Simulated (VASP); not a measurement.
A run of VASP 6.6.1:

File POSCAR:

```
SrCr2N2
1.0
    3.3196892269      0.0000000000      0.0000000000
   -1.6598446134      2.8749352031      0.0000000000
    0.0000000000      0.0000000000      6.5462810131
Sr Cr N
1 2 2
Direct
    0.0000000000      0.0000000000      0.5000000000
    0.6666666667      0.3333333333      0.1164120000
    0.3333333333      0.6666666667      0.8835880000
    0.6666666667      0.3333333333      0.8091180000
    0.3333333333      0.6666666667      0.1908820000
```

Contents of INCAR.step1:

```
PREC = Accurate
ENCUT = 520
ISMEAR = 0
SIGMA = 0.1
LREAL = False
LASPH = True
NELM = 100
NBANDS = 30
GGA = PE
ALGO = Normal
EDIFF = 1E-4
LWAVE = True
LCHARG = False
```

Contents of INCAR.step2:

```
PREC = Accurate
ENCUT = 520
EDIFF = 1E-7
ISMEAR = 0
SIGMA = 0.1
LREAL = False
LASPH = True
NELM = 100
ALGO = Normal
ISIF = 2
LWAVE = False
LCHARG = False
METAGGA = R2SCAN
LMIXTAU = True
NBANDS = 30
ISTART = 1
```

KPOINTS

```
Automatic mesh
0
Gamma
  12 12 6
```

Potentials or basis: VASP PAW PBE potentials, release 64 (Sr_sv, Cr_pv, N).

Run with:

```bash
$ cat potpaw_PBE.64/Sr_sv/POTCAR potpaw_PBE.64/Cr_pv/POTCAR potpaw_PBE.64/N/POTCAR > POTCAR
$ cp INCAR.step1 INCAR
$ mpirun -np 1 vasp_std > vasp.out
$ cp INCAR.step2 INCAR
$ mpirun -np 1 vasp_std > vasp.out
```

Hardware: 1 thread of Intel(R) Xeon(R) Platinum 8259CL CPU @ 2.50GHz (Skylake/Cascade Lake) (shared host).

**Question.** Estimate the wall time of this run.

**Answer.** Run time: 17 min on 1 thread of Intel(R) Xeon(R) Platinum 8259CL CPU @ 2.50GHz (Skylake/Cascade Lake) (shared host), peak memory 0.33 GiB. Counts: k points 100.
